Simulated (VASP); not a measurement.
# AlC3 (Pm-3m) in VASP: notebook

AlC3 is run at these levels: PBE; tasks: single point.

Program: VASP 6.6.1. These are calculated values, not measurements. Logs are shortened: lines on timing, memory, paths and dates and some standing lists are left out, and cuts for length are marked.

**1. The cell of the first run**

The structure is cubic, space group Pm-3m (No. 221). The conventional cell has a = 3.103 Å, b = 3.103 Å, c = 3.103 Å, α = 90.00°, β = 90.00°, γ = 90.00°. Within 2.9 Å of Al (site symmetry m-3m) lie 12 C at 2.19 Å. C (site symmetry 4/mmm) has 4 Al at 2.19 Å and 8 C at 2.19 Å within 2.9 Å.

**2. Single point, PBE**

INCAR reads:

```
SYSTEM = AlC3
  PREC = Accurate
  ENCUT = 520
  EDIFF = 1E-7
  ISMEAR = -1
  SIGMA = 0.1
  LREAL = .False.
  LASPH = .True.
  NELM = 100
  ALGO = Normal
  ISIF = 2
  LWAVE = .False.
  LCHARG = .False.
  GGA = PE
  NBANDS = 16
```

KPOINTS reads:

```
regular mesh
0
Gamma
  7 7 7
  0 0 0
```

POSCAR reads:

```
AlC3
1.0
    3.1030202694      0.0000000000      0.0000000000
    0.0000000000      3.1030202694      0.0000000000
    0.0000000000      0.0000000000      3.1030202694
Al C
1 3
Direct
    0.0000000000      0.0000000000      0.0000000000
    0.0000000000      0.5000000000      0.5000000000
    0.5000000000      0.0000000000      0.5000000000
    0.5000000000      0.5000000000      0.0000000000
```

Potentials or basis: VASP PAW PBE potentials, release 64 (Al, C).

Command:

```console
> cat potpaw_PBE.64/Al/POTCAR potpaw_PBE.64/C/POTCAR > POTCAR
> mpirun -np 1 vasp_std > vasp.out
```

OUTCAR:

```text
SYSTEM = AlC3
   PREC = Accurate
   ENCUT = 520
   EDIFF = 1E-7
   ISMEAR = -1
   LREAL = .False.
   LASPH = .True.
   NELM = 100
   ISIF = 2
   GGA = PE

 ion  position               nearest neighbor table
   1  0.000  0.000  0.000-   2 2.19   3 2.19   4 2.19   2 2.19   3 2.19   2 2.19   4 2.19   2 2.19
                             3 2.19   4 2.19   3 2.19   4 2.19
   2  0.000  0.500  0.500-   1 2.19   1 2.19   1 2.19   1 2.19
   3  0.500  0.000  0.500-   1 2.19   1 2.19   1 2.19   1 2.19
   4  0.500  0.500  0.000-   1 2.19   1 2.19   1 2.19   1 2.19

  LATTYP: Found a simple cubic cell.
 ALAT       =     3.1030202694

  Lattice vectors:

 A1 = (   3.1030202694,   0.0000000000,   0.0000000000)
 A2 = (   0.0000000000,   3.1030202694,   0.0000000000)
 A3 = (   0.0000000000,   0.0000000000,   3.1030202694)

Analysis of symmetry for initial positions (statically):
=====================================================================
 Subroutine PRICEL returns:
 Original cell was already a primitive cell.

 Routine SETGRP: Setting up the symmetry group for a
 simple cubic supercell.

 Subroutine GETGRP returns: Found 48 space group operations
 (whereof 48 operations were pure point group operations)
 out of a pool of 48 trial point group operations.

The static configuration has the point symmetry O_h .

Analysis of symmetry for dynamics (positions and initial velocities):
=====================================================================
 Subroutine PRICEL returns:
 Original cell was already a primitive cell.

 Routine SETGRP: Setting up the symmetry group for a
 simple cubic supercell.

 Subroutine GETGRP returns: Found 48 space group operations
 (whereof 48 operations were pure point group operations)
 out of a pool of 48 trial point group operations.

The dynamic configuration has the point symmetry O_h .

 Subroutine INISYM returns: Found 48 space group operations
 (whereof 48 operations are pure point group operations),
 and found     1 'primitive' translations

----------------------------------------------------------------------------------------

                                     Primitive cell

  volume of cell :      29.8782

  direct lattice vectors                    reciprocal lattice vectors
     3.103020269  0.000000000  0.000000000     0.322266667  0.000000000  0.000000000
     0.000000000  3.103020269  0.000000000     0.000000000  0.322266667  0.000000000
     0.000000000  0.000000000  3.103020269     0.000000000  0.000000000  0.322266667

  length of vectors
     3.103020269  3.103020269  3.103020269     0.322266667  0.322266667  0.322266667

  position of ions in fractional coordinates (direct lattice)
     0.000000000  0.000000000  0.000000000
     0.000000000  0.500000000  0.500000000
     0.500000000  0.000000000  0.500000000
     0.500000000  0.500000000  0.000000000

  ion indices of the primitive-cell ions
   primitive index   ion index
                 1           1
                 2           2
                 3           3
                 4           4

----------------------------------------------------------------------------------------

 KPOINTS: regular mesh

Automatic generation of k-mesh.
 Grid dimensions read from file:
 generate k-points for:    7    7    7

 Generating k-lattice:

  Cartesian coordinates                     Fractional coordinates (reciprocal lattice)
     0.046038095  0.000000000  0.000000000     0.142857143  0.000000000  0.000000000
     0.000000000  0.046038095  0.000000000     0.000000000  0.142857143  0.000000000
     0.000000000  0.000000000  0.046038095     0.000000000  0.000000000  0.142857143

  Length of vectors
     0.046038095  0.046038095  0.046038095

  Shift w.r.t. Gamma in fractional coordinates (k-lattice)
     0.000000000  0.000000000  0.000000000

 Subroutine IBZKPT returns following result:
 ===========================================

 Found     20 irreducible k-points:

 Following reciprocal coordinates:
            Coordinates               Weight
  0.000000  0.000000  0.000000      1.000000
  0.142857  0.000000  0.000000      6.000000
  0.285714  0.000000  0.000000      6.000000
  0.428571  0.000000  0.000000      6.000000
  0.142857  0.142857  0.000000     12.000000
  0.285714  0.142857  0.000000     24.000000
[... 12 lines left out ...]
  0.428571  0.428571  0.285714     24.000000
  0.428571  0.428571  0.428571      8.000000
   k-points           NKPTS =     20   k-points in BZ     NKDIM =     20   number of bands    NBANDS=     16
   number of dos      NEDOS =    301   number of ions     NIONS =      4
   total plane-waves  NPLWV =  13824
   dimension x,y,z NGX =    24 NGY =   24 NGZ =   24
   dimension x,y,z NGXF=    48 NGYF=   48 NGZF=   48
   ions per type =               1   3
   NGX,Y,Z   is equivalent  to a cutoff of  12.86, 12.86, 12.86 a.u.
   NGXF,Y,Z  is equivalent  to a cutoff of  25.72, 25.72, 25.72 a.u.
 SYSTEM =  AlC3
   PREC   = accura    normal or accurate (medium, high low for compatibility)
   ISTART =      0    job   : 0-new  1-cont  2-samecut
   ICHARG =      2    charge: 1-file 2-atom 10-const
   ISPIN  =      1    spin polarized calculation?
   LNONCOLLINEAR =      F non collinear calculations
   LSORBIT =      F    spin-orbit coupling
   LASPH  =      T    aspherical Exc in radial PAW
   ENCUT  =  520.0 eV  38.22 Ry    6.18 a.u.   5.77  5.77  5.77*2*pi/ulx,y,z
   NELM   =    100;   NELMIN=  2; NELMDL= -5     # of ELM steps
   EDIFF  = 0.1E-06   stopping-criterion for ELM
   LREAL  =      F    real-space projection
   EDIFFG = 0.1E-05   stopping-criterion for IOM
   NSW    =      0    number of steps for IOM
   IBRION =     -1    ionic relax: 0-MD 1-quasi-New 2-CG
   NFREE  =      0    steps in history (QN), initial steepest desc. (CG)
   ISIF   =      2    stress and relaxation
   ISYM   =      2    0-nonsym 1-usesym 2-fastsym
   POTIM  = 0.5000    time-step for ionic-motion
   TEBEG  =    0.0;   TEEND  =   0.0 temperature during run
   PSTRESS=    0.0 pullay stress
   NELECT =      15.0000    total number of electrons
   NUPDOWN=      -1.0000    fix difference up-down
   EMIN   =  10.00;   EMAX   =-10.00  energy-range for DOS
   EFERMI =   0.00;   METHOD = LEGACY
   ISMEAR =    -1;   SIGMA  =   0.10  broadening in eV -4-tet -1-fermi 0-gaus
   EFERMI_NEDOS =   21; number of points for ismear=-14 and -15
   IALGO  =     38    algorithm
   IMIX   =      4    mixing-type and parameters
     AMIX     =   0.40;   BMIX     =  1.00
     AMIX_MAG =   1.60;   BMIX_MAG =  1.00
  volume/ion in A,a.u.               =       7.47        50.41
  Fermi-wavevector in a.u.,A,eV,Ry     =   1.301130  2.458779 23.033832  1.692939
  Thomas-Fermi vector in A             =   2.432284
   LORBIT       =      0    0 simple, 1 ext, 2 COOP (PROOUT), +10 PAW based schemes
   GGA     = PE    functional components
   LHFCALC =     F    Hartree Fock is set to
   AEXX    =    0.0000 exact exchange contribution
   IVDW    =     0    specifies the selected vdW correction
   LEPSILON=     F    determine dielectric tensor
   LRPA    =     F    only Hartree local field effects (RPA)
 non-spin polarized calculation
  energy-cutoff  :      520.00
  volume of cell :       29.88
 maximum number of plane-waves:       812
 NGX is ok and might be reduce to    24
   NGX = 11   NGY = 11   NGZ = 11

 number of electron      14.9999999 magnetization

 Free energy of the ion-electron system (eV)
  ---------------------------------------------------
  ext. energy  EPLUGINS =         0.00000000
  ---------------------------------------------------
  free energy    TOTEN  =       -20.46997906 eV

  energy without entropy =      -20.43026008  energy(sigma->0) =      -20.45011957

 E-fermi :  10.5669     XC(G=0): -12.7282

 val. band max:       10.3638120495   @ k =   0.4286   0.4286   0.4286
 cond. band min:      10.6300491053   @ k =   0.2857   0.2857   0.0000
 fundamental gap:      0.2662370557
 Fermi energy:        10.5668875509

 k-point     1 :       0.0000    0.0000    0.0000
  band No.  band energies     occupation
      1      -8.0599      2.00000
      2       3.9860      2.00000
      3       3.9860      2.00000
      4       3.9860      2.00000
      5       4.0010      2.00000
      6       4.0010      2.00000
[... 8 lines left out ...]
     15      21.8740      0.00000
     16      23.3241      0.00000

 k-point     2 :       0.1429    0.0000    0.0000
  band No.  band energies     occupation
      1      -7.7913      2.00000
      2       1.2235      2.00000
      3       4.1913      2.00000
      4       4.2323      2.00000
      5       4.2323      2.00000
      6       6.4809      2.00000
[... 8 lines left out ...]
     15      22.8696      0.00000
     16      23.6279      0.00000

 k-point     3 :       0.2857    0.0000    0.0000
  band No.  band energies     occupation
      1      -6.9955      2.00000
      2      -1.4042      2.00000
      3       4.7221      2.00000
      4       4.9457      2.00000
      5       4.9457      2.00000
      6       8.3968      2.00000
[... 8 lines left out ...]
     15      23.3283      0.00000
     16      23.3283      0.00000

 k-point     4 :       0.4286    0.0000    0.0000
  band No.  band energies     occupation
      1      -5.7478      2.00000
      2      -3.6053      2.00000
      3       5.3648      2.00000
      4       5.9473      2.00000
      5       5.9473      2.00000
      6       8.4655      2.00000
[... 8 lines left out ...]
     15      22.8120      0.00000
     16      22.8120      0.00000
[... 248 lines left out ...]
 k-point    18 :       0.4286    0.2857    0.2857
  band No.  band energies     occupation
      1      -3.6871      2.00000
      2      -1.6916      2.00000
      3       1.0453      2.00000
      4       2.7106      2.00000
      5       3.6001      2.00000
      6       4.6543      2.00000
[... 8 lines left out ...]
     15      24.5934      0.00000
     16      25.4181      0.00000

 k-point    19 :       0.4286    0.4286    0.2857
  band No.  band energies     occupation
      1      -2.4703      2.00000
      2      -0.9387      2.00000
      3      -0.2729      2.00000
      4       2.1275      2.00000
      5       3.2324      2.00000
      6       4.5102      2.00000
[... 8 lines left out ...]
     15      25.4487      0.00000
     16      25.7079      0.00000

 k-point    20 :       0.4286    0.4286    0.4286
  band No.  band energies     occupation
      1      -1.2764      2.00000
      2       0.0954      2.00000
      3       0.0954      2.00000
      4       1.8541      2.00000
      5       2.5681      2.00000
      6       2.5681      2.00000
[... 8 lines left out ...]
     15      26.9045      0.00000
     16      26.9045      0.00000

------------------------ aborting loop because EDIFF is reached ----------------------------------------

  FORCE on cell =-STRESS in cart. coord.  units (eV):
  Direction    XX          YY          ZZ          XY          YZ          ZX
  --------------------------------------------------------------------------------------
  -------------------------------------------------------------------------------------
  Total        3.7304925      3.7304925      3.7304925     -0.0000000     -0.0000000      0.0000000
  in kB      200.0427953    200.0427953    200.0427953     -0.0000000     -0.0000000      0.0000000
  external PRESSURE =     200.0427953 kB  Pullay stress =       0.0000000 kB

 VOLUME and BASIS-vectors are now :
 -----------------------------------------------------------------------------
  energy-cutoff  :      520.00
  volume of cell :       29.88
      direct lattice vectors                 reciprocal lattice vectors
     3.103020269  0.000000000  0.000000000     0.322266667  0.000000000  0.000000000
     0.000000000  3.103020269  0.000000000     0.000000000  0.322266667  0.000000000
     0.000000000  0.000000000  3.103020269     0.000000000  0.000000000  0.322266667

 POSITION                                       TOTAL-FORCE (eV/Angst)
 -----------------------------------------------------------------------------------
      0.00000      0.00000      0.00000         0.000000      0.000000      0.000000
      0.00000      1.55151      1.55151         0.000000      0.000000      0.000000
      1.55151      0.00000      1.55151         0.000000      0.000000      0.000000
      1.55151      1.55151      0.00000         0.000000      0.000000      0.000000
 -----------------------------------------------------------------------------------
    total drift:                                0.000000     -0.000000     -0.000000

  FREE ENERGIE OF THE ION-ELECTRON SYSTEM (eV)
  ---------------------------------------------------
  free  energy   TOTEN  =       -20.4699790638 eV

  energy  without entropy=      -20.4302600754  energy(sigma->0) =      -20.45011957
```

Wall time 9.8 s (1 thread of Intel Xeon 6975P-C, shared host); peak memory 0.13 GiB.

Results:

- Free energy: -20.4700 eV
- Pressure: 20.0 GPa

Levels at points of the mesh, in eV from the Fermi level:
```tsv
k point	band 4	band 5	band 6	band 7	band 8	band 9	band 10	band 11
(0.00, 0.00, 0.00)	-6.58	-6.57	-6.57	1.45	1.45	1.45	2.35	4.76
```

**3. Single point, PBE**

This run uses another cell than the first one, of 8.02 Å³/atom, 1.074 times its volume.

INCAR reads:

```
ALGO = Normal
EDIFF = 1E-6
ENCUT = 520
GGA = PE
ISIF = 2
ISMEAR = -1
LASPH = T
LCHARG = F
LREAL = F
LWAVE = F
NBANDS = 16
NELM = 100
PREC = Accurate
SIGMA = 0.1
```

KPOINTS reads:

```
k-points
0
Gamma
  7 7 7
```

POSCAR reads:

```
AlC3
1.0
    3.1772971956      0.0000000000      0.0000000000
    0.0000000000      3.1772971956      0.0000000000
    0.0000000000      0.0000000000      3.1772971956
Al C
1 3
Direct
    0.0000000000      0.0000000000      0.0000000000
    0.0000000000      0.5000000000      0.5000000000
    0.5000000000      0.0000000000      0.5000000000
    0.5000000000      0.5000000000      0.0000000000
```

Potentials or basis: VASP PAW PBE potentials, release 64 (Al, C).

Command:

```console
> cat potpaw_PBE.64/Al/POTCAR potpaw_PBE.64/C/POTCAR > POTCAR
> mpirun -np 1 vasp_std > vasp.out
```

Wall time 7.2 s (1 thread of Intel Xeon 6975P-C, shared host); peak memory 0.13 GiB.

The run converged. Its results:

- Free energy: -20.6370 eV
- Pressure: 5.0 GPa

Levels at points of the mesh, in eV from the Fermi level:
```
           k point  band 3  band 4  band 5  band 6  band 7  band 8  band 9  band 10  band 11  band 12
(0.00, 0.00, 0.00)   -6.50   -6.02   -6.02   -6.02    1.50    1.50    1.50     2.19     4.55     4.55
```
